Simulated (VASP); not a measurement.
# LiMg (Pm-3m) in VASP: a series of runs

Runs on LiMg. Level: LDA. Tasks: single point, relaxation of cell and atoms.

All numbers are computed with VASP 6.6.1; they aren't measurements. Logs are shortened: lines on timing, memory, paths and dates and some standing lists are left out, and cuts for length are marked.

## 1. The cell of the first run

Symmetry: Pm-3m, No. 221, cubic system. The conventional cell has a = 3.356 Å, b = 3.356 Å, c = 3.356 Å, α = 90.00°, β = 90.00°, γ = 90.00°. Li (site symmetry m-3m) has 8 Mg at 2.91 Å and 6 Li at 3.36 Å within 3.8 Å. Mg (site symmetry m-3m) has 8 Li at 2.91 Å and 6 Mg at 3.36 Å within 3.8 Å.

## 2. Single point, LDA

INCAR

```
SYSTEM = LiMg
  PREC = Accurate
  ENCUT = 520
  EDIFF = 1E-6
  ISMEAR = 0
  SIGMA = 0.1
  LREAL = .FALSE.
  LASPH = .TRUE.
  NELM = 60
  ALGO = Normal
  ISIF = 2
  LWAVE = .FALSE.
  LCHARG = .TRUE.
  GGA = CA
  LELF = .TRUE.
  LVHAR = .TRUE.
  NBANDS = 10
```

KPOINTS

```
Automatic mesh
0
G
  12 12 12
  0 0 0
```

POSCAR

```
LiMg
1.0
    3.3564879870      0.0000000000      0.0000000000
    0.0000000000      3.3564879870      0.0000000000
    0.0000000000      0.0000000000      3.3564879870
Li Mg
1 1
Direct
    0.0000000000      0.0000000000      0.0000000000
    0.5000000000      0.5000000000      0.5000000000
```

Potentials or basis: VASP PAW LDA potentials, release 64 (Li_sv, Mg).

Run with:

```bash
> cat potpaw_LDA.64/Li_sv/POTCAR potpaw_LDA.64/Mg/POTCAR > POTCAR
> mpirun -np 1 vasp_std > vasp.out
```

OUTCAR:

```text
SYSTEM = LiMg
   PREC = Accurate
   ENCUT = 520
   EDIFF = 1E-6
   ISMEAR = 0
   LREAL = .FALSE.
   LASPH = .TRUE.
   NELM = 60
   ISIF = 2
   GGA = CA

 ion  position               nearest neighbor table
   1  0.000  0.000  0.000-   2 2.91   2 2.91   2 2.91   2 2.91   2 2.91   2 2.91   2 2.91   2 2.91

   2  0.500  0.500  0.500-   1 2.91   1 2.91   1 2.91   1 2.91   1 2.91   1 2.91   1 2.91   1 2.91

  LATTYP: Found a simple cubic cell.
 ALAT       =     3.3564879870

  Lattice vectors:

 A1 = (   3.3564879870,   0.0000000000,   0.0000000000)
 A2 = (   0.0000000000,   3.3564879870,   0.0000000000)
 A3 = (   0.0000000000,   0.0000000000,   3.3564879870)

Analysis of symmetry for initial positions (statically):
=====================================================================
 Subroutine PRICEL returns:
 Original cell was already a primitive cell.

 Routine SETGRP: Setting up the symmetry group for a
 simple cubic supercell.

 Subroutine GETGRP returns: Found 48 space group operations
 (whereof 48 operations were pure point group operations)
 out of a pool of 48 trial point group operations.

The static configuration has the point symmetry O_h .

Analysis of symmetry for dynamics (positions and initial velocities):
=====================================================================
 Subroutine PRICEL returns:
 Original cell was already a primitive cell.

 Routine SETGRP: Setting up the symmetry group for a
 simple cubic supercell.

 Subroutine GETGRP returns: Found 48 space group operations
 (whereof 48 operations were pure point group operations)
 out of a pool of 48 trial point group operations.

The dynamic configuration has the point symmetry O_h .

 Subroutine INISYM returns: Found 48 space group operations
 (whereof 48 operations are pure point group operations),
 and found     1 'primitive' translations

----------------------------------------------------------------------------------------

                                     Primitive cell

  volume of cell :      37.8142

  direct lattice vectors                    reciprocal lattice vectors
     3.356487987  0.000000000  0.000000000     0.297930457  0.000000000  0.000000000
     0.000000000  3.356487987  0.000000000     0.000000000  0.297930457  0.000000000
     0.000000000  0.000000000  3.356487987     0.000000000  0.000000000  0.297930457

  length of vectors
     3.356487987  3.356487987  3.356487987     0.297930457  0.297930457  0.297930457

  position of ions in fractional coordinates (direct lattice)
     0.000000000  0.000000000  0.000000000
     0.500000000  0.500000000  0.500000000

  ion indices of the primitive-cell ions
   primitive index   ion index
                 1           1
                 2           2

----------------------------------------------------------------------------------------

 KPOINTS: Automatic mesh

Automatic generation of k-mesh.
 Grid dimensions read from file:
 generate k-points for:   12   12   12

 Generating k-lattice:

  Cartesian coordinates                     Fractional coordinates (reciprocal lattice)
     0.024827538  0.000000000  0.000000000     0.083333333  0.000000000  0.000000000
     0.000000000  0.024827538  0.000000000     0.000000000  0.083333333  0.000000000
     0.000000000  0.000000000  0.024827538     0.000000000  0.000000000  0.083333333

  Length of vectors
     0.024827538  0.024827538  0.024827538

  Shift w.r.t. Gamma in fractional coordinates (k-lattice)
     0.000000000  0.000000000  0.000000000

 Subroutine IBZKPT returns following result:
 ===========================================

 Found     84 irreducible k-points:

 Following reciprocal coordinates:
            Coordinates               Weight
  0.000000  0.000000  0.000000      1.000000
  0.083333  0.000000  0.000000      6.000000
  0.166667  0.000000  0.000000      6.000000
  0.250000  0.000000  0.000000      6.000000
  0.333333  0.000000  0.000000      6.000000
  0.416667  0.000000  0.000000      6.000000
[... 16 lines left out ...]
  0.333333  0.333333  0.000000     12.000000
  0.416667  0.333333  0.000000     24.000000
 [... further k-points ...]
   k-points           NKPTS =     84   k-points in BZ     NKDIM =     84   number of bands    NBANDS=     10
   number of dos      NEDOS =    301   number of ions     NIONS =      2
   total plane-waves  NPLWV =  21952
   dimension x,y,z NGX =    28 NGY =   28 NGZ =   28
   dimension x,y,z NGXF=    56 NGYF=   56 NGZF=   56
   ions per type =               1   1
   NGX,Y,Z   is equivalent  to a cutoff of  13.87, 13.87, 13.87 a.u.
   NGXF,Y,Z  is equivalent  to a cutoff of  27.74, 27.74, 27.74 a.u.
 SYSTEM =  LiMg
   PREC   = accura    normal or accurate (medium, high low for compatibility)
   ISTART =      0    job   : 0-new  1-cont  2-samecut
   ICHARG =      2    charge: 1-file 2-atom 10-const
   ISPIN  =      1    spin polarized calculation?
   LNONCOLLINEAR =      F non collinear calculations
   LSORBIT =      F    spin-orbit coupling
   LASPH  =      T    aspherical Exc in radial PAW
   ENCUT  =  520.0 eV  38.22 Ry    6.18 a.u.   6.24  6.24  6.24*2*pi/ulx,y,z
   NELM   =     60;   NELMIN=  2; NELMDL= -5     # of ELM steps
   EDIFF  = 0.1E-05   stopping-criterion for ELM
   LREAL  =      F    real-space projection
   EDIFFG = 0.1E-04   stopping-criterion for IOM
   NSW    =      0    number of steps for IOM
   IBRION =     -1    ionic relax: 0-MD 1-quasi-New 2-CG
   NFREE  =      0    steps in history (QN), initial steepest desc. (CG)
   ISIF   =      2    stress and relaxation
   ISYM   =      2    0-nonsym 1-usesym 2-fastsym
   POTIM  = 0.5000    time-step for ionic-motion
   TEBEG  =    0.0;   TEEND  =   0.0 temperature during run
   PSTRESS=    0.0 pullay stress
   NELECT =       5.0000    total number of electrons
   NUPDOWN=      -1.0000    fix difference up-down
   EMIN   =  10.00;   EMAX   =-10.00  energy-range for DOS
   EFERMI =   0.00;   METHOD = LEGACY
   ISMEAR =     0;   SIGMA  =   0.10  broadening in eV -4-tet -1-fermi 0-gaus
   EFERMI_NEDOS =   21; number of points for ismear=-14 and -15
   IALGO  =     38    algorithm
   IMIX   =      4    mixing-type and parameters
     AMIX     =   0.40;   BMIX     =  1.00
     AMIX_MAG =   1.60;   BMIX_MAG =  1.00
  volume/ion in A,a.u.               =      18.91       127.59
  Fermi-wavevector in a.u.,A,eV,Ry     =   0.834026  1.576081  9.464210  0.695600
  Thomas-Fermi vector in A             =   1.947349
   LORBIT       =      0    0 simple, 1 ext, 2 COOP (PROOUT), +10 PAW based schemes
   GGA     = CA    functional components
   LHFCALC =     F    Hartree Fock is set to
   AEXX    =    0.0000 exact exchange contribution
   IVDW    =     0    specifies the selected vdW correction
   LEPSILON=     F    determine dielectric tensor
   LRPA    =     F    only Hartree local field effects (RPA)
 non-spin polarized calculation
 Gauss-broadening in eV      SIGMA  =   0.10
  energy-cutoff  :      520.00
  volume of cell :       37.81
 maximum number of plane-waves:      1064
 NGX is ok and might be reduce to    28
   NGX = 13   NGY = 13   NGZ = 13

 number of electron       4.9999989 magnetization

 Free energy of the ion-electron system (eV)
  ---------------------------------------------------
  ext. energy  EPLUGINS =         0.00000000
  ---------------------------------------------------
  free energy    TOTEN  =        -4.01990571 eV

  energy without entropy =       -4.01637284  energy(sigma->0) =       -4.01813927

 E-fermi :   1.9872     XC(G=0):  -8.4065

 val. band max:        1.9625321847   @ k =   0.5000   0.3333   0.3333
 cond. band min:       2.0587641777   @ k =   0.3333   0.3333   0.0000
 fundamental gap:      0.0962319931
 Fermi energy:         1.9872249581

 k-point     1 :       0.0000    0.0000    0.0000
  band No.  band energies     occupation
      1     -43.1546      2.00000
      2      -3.7313      2.00000
      3       7.2067      0.00000
      4       7.2067      0.00000
      5       7.2067      0.00000
      6       8.0686      0.00000
      7       8.0686      0.00000
      8      14.1914      0.00000
      9      18.3834      0.00000
     10      18.3835      0.00000

 k-point     2 :       0.0833    0.0000    0.0000
  band No.  band energies     occupation
      1     -43.1545      2.00000
      2      -3.6514      2.00000
      3       5.9020      0.00000
      4       7.2884      0.00000
      5       7.2884      0.00000
      6       8.1569      0.00000
      7       9.4134      0.00000
      8      14.2715      0.00000
      9      17.1652      0.00000
     10      17.1652      0.00000

 k-point     3 :       0.1667    0.0000    0.0000
  band No.  band energies     occupation
      1     -43.1539      2.00000
      2      -3.4131      2.00000
      3       4.3476      0.00000
      4       7.5328      0.00000
      5       7.5328      0.00000
      6       8.4204      0.00000
      7      11.0042      0.00000
      8      14.5374      0.00000
      9      15.5933      0.00000
     10      15.5933      0.00000

 k-point     4 :       0.2500    0.0000    0.0000
  band No.  band energies     occupation
      1     -43.1533      2.00000
      2      -3.0214      2.00000
      3       2.9079      0.00000
      4       7.9368      0.00000
      5       7.9368      0.00000
      6       8.8532      0.00000
      7      12.2164      0.00000
      8      14.0852      0.00000
      9      14.0852      0.00000
     10      14.9865      0.00000

 k-point     5 :       0.3333    0.0000    0.0000
  band No.  band energies     occupation
      1     -43.1527      2.00000
      2      -2.4899      2.00000
      3       1.6208      2.00000
      4       8.4905      0.00000
      5       8.4905      0.00000
      6       9.4377      0.00000
      7      12.7220      0.00000
      8      12.7220      0.00000
      9      12.8507      0.00000
     10      14.3032      0.00000

 k-point     6 :       0.4167    0.0000    0.0000
  band No.  band energies     occupation
      1     -43.1522      2.00000
      2      -1.8684      2.00000
      3       0.5444      2.00000
      4       9.1519      0.00000
      5       9.1519      0.00000
      6      10.1056      0.00000
      7      11.5694      0.00000
      8      11.5694      0.00000
      9      13.0848      0.00000
     10      13.0985      0.00000
[... 183 lines left out ...]
 k-point    21 :       0.4167    0.2500    0.0000
  band No.  band energies     occupation
      1     -43.1509      2.00000
      2      -1.1019      2.00000
      3       1.0893      2.00000
      4       5.2572      0.00000
      5       7.2123      0.00000
      6       9.9146      0.00000
      7      12.2799      0.00000
      8      12.3425      0.00000
      9      14.4987      0.00000
     10      16.2243      0.00000

 k-point    22 :       0.5000    0.2500    0.0000
  band No.  band energies     occupation
      1     -43.1508      2.00000
      2      -0.6421      2.00000
      3       0.5025      2.00000
      4       5.8610      0.00000
      5       6.4248      0.00000
      6      10.3934      0.00000
      7      11.6413      0.00000
      8      12.5756      0.00000
      9      14.2785      0.00000
     10      17.0315      0.00000

 k-point    23 :       0.3333    0.3333    0.0000
  band No.  band energies     occupation
      1     -43.1508      2.00000
      2      -1.1972      2.00000
      3       2.0588      0.31167
      4       3.9086      0.00000
      5       7.0864      0.00000
      6       9.8067      0.00000
      7      12.3991      0.00000
      8      13.7128      0.00000
      9      14.4113      0.00000
     10      14.6718      0.00000

 k-point    24 :       0.4167    0.3333    0.0000
  band No.  band energies     occupation
      1     -43.1503      2.00000
      2      -0.5252      2.00000
      3       1.4244      2.00000
      4       4.0436      0.00000
      5       5.9860      0.00000
      6      10.4937      0.00000
      7      12.8211      0.00000
      8      12.8946      0.00000
      9      14.4035      0.00000
     10      14.8462      0.00000

 [... further k-points ...]

------------------------ aborting loop because EDIFF is reached ----------------------------------------

  FORCE on cell =-STRESS in cart. coord.  units (eV):
  Direction    XX          YY          ZZ          XY          YZ          ZX
  --------------------------------------------------------------------------------------
  -------------------------------------------------------------------------------------
  Total       -0.0545606     -0.0545606     -0.0545606     -0.0000000     -0.0000000     -0.0000000
  in kB       -2.3117139     -2.3117139     -2.3117139     -0.0000000     -0.0000000     -0.0000000
  external PRESSURE =      -2.3117139 kB  Pullay stress =       0.0000000 kB

 VOLUME and BASIS-vectors are now :
 -----------------------------------------------------------------------------
  energy-cutoff  :      520.00
  volume of cell :       37.81
      direct lattice vectors                 reciprocal lattice vectors
     3.356487987  0.000000000  0.000000000     0.297930457  0.000000000  0.000000000
     0.000000000  3.356487987  0.000000000     0.000000000  0.297930457  0.000000000
     0.000000000  0.000000000  3.356487987     0.000000000  0.000000000  0.297930457

 POSITION                                       TOTAL-FORCE (eV/Angst)
 -----------------------------------------------------------------------------------
      0.00000      0.00000      0.00000         0.000000      0.000000      0.000000
      1.67824      1.67824      1.67824         0.000000      0.000000      0.000000
 -----------------------------------------------------------------------------------
    total drift:                               -0.000000     -0.000000     -0.000000

  FREE ENERGIE OF THE ION-ELECTRON SYSTEM (eV)
  ---------------------------------------------------
  free  energy   TOTEN  =        -4.0199057063 eV

  energy  without entropy=       -4.0163728354  energy(sigma->0) =       -4.01813927
```

Wall time 25 s (1 thread of Intel Xeon 8259CL, shared host); peak memory 0.16 GiB.

Results:

```
Free energy            : -4.0199 eV
Band gap on the k mesh : zero (an odd number of electrons rules out a gap without spin polarisation)
```

Levels at points of the mesh, in eV from the Fermi level:
| k point | band 1 | band 2 | band 3 | band 4 | band 5 | band 6 |
| --- | --- | --- | --- | --- | --- | --- |
| (0.00, 0.00, 0.00) | -45.14 | -5.72 | 5.22 | 5.22 | 5.22 | 6.08 |
| (0.50, 0.00, 0.00) | -45.14 | -3.45 | -2.00 | 7.62 | 7.62 | 8.52 |
| (0.50, 0.50, 0.00) | -45.14 | -0.62 | -0.62 | 0.37 | 2.31 | 10.17 |
| (0.50, 0.50, 0.50) | -45.13 | 2.31 | 2.31 | 2.31 | 2.72 | 2.72 |

Caveat: the cutoff is under 1.25 times the usual one of these potentials, so pressure, stress and relaxed cells hold a basis-set (Pulay) error.

(Continued in part 2 of 2.)

The gap in the log of VASP goes by the Fermi energy; the results here count the filled bands.